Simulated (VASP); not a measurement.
Input of a VASP 6.6.1 run:

INCAR

```
PREC = Accurate ; ENCUT = 520
EDIFF = 1E-6 ; ISMEAR = -1
SIGMA = 0.05 ; LREAL = False
LASPH = True ; NELM = 100
ALGO = Normal ; ISIF = 2
LWAVE = False ; LCHARG = False
GGA = B5 ; ALDAX = 1.0
AGGAX = 1.0 ; AGGAC = 1.0
ALDAC = 0.0 ; NBANDS = 32
```

The input KPOINTS:

```
regular mesh
0
Gamma
  7 7 7
```

Contents of POSCAR:

```
Bi2Te3
1.0
    2.1482323364      1.2402825177      9.9581458525
   -2.1482323364      1.2402825177      9.9581458525
    0.0000000000     -2.4805650355      9.9581458525
Bi Te
2 3
Direct
    0.6000000000      0.6000000000      0.6000000000
    0.4000000000      0.4000000000      0.4000000000
    0.7905000000      0.7905000000      0.7905000000
    0.2095000000      0.2095000000      0.2095000000
    0.0000000000      0.0000000000      0.0000000000
```

Potentials or basis: VASP PAW PBE potentials, release 64 (Bi_d, Te).

Command:

```sh
$ cat potpaw_PBE.64/Bi_d/POTCAR potpaw_PBE.64/Te/POTCAR > POTCAR
$ mpirun -np 1 vasp_std > vasp.out
```

Problem. What does it give for the largest force?

Solution. 0.492 eV/Å.

Problem. What does it give for the band gap on the k mesh?

Solution. 0.28 eV.

Problem. Estimate the pressure.

Solution. 10.1 GPa.

Forces in eV/Å, atoms in the order of the input:
```
Bi   0.000  0.000  0.125
Bi   0.000  0.000 -0.125
Te   0.000  0.000  0.492
Te   0.000  0.000 -0.492
Te   0.000  0.000  0.000
```

Caveat: the cell stands under pressure; the PAW data sets were made with another functional, which shifts forces and pressure a little; spin-orbit coupling is left out, which moves the levels of the heavy elements. A k mesh can miss the band edges.
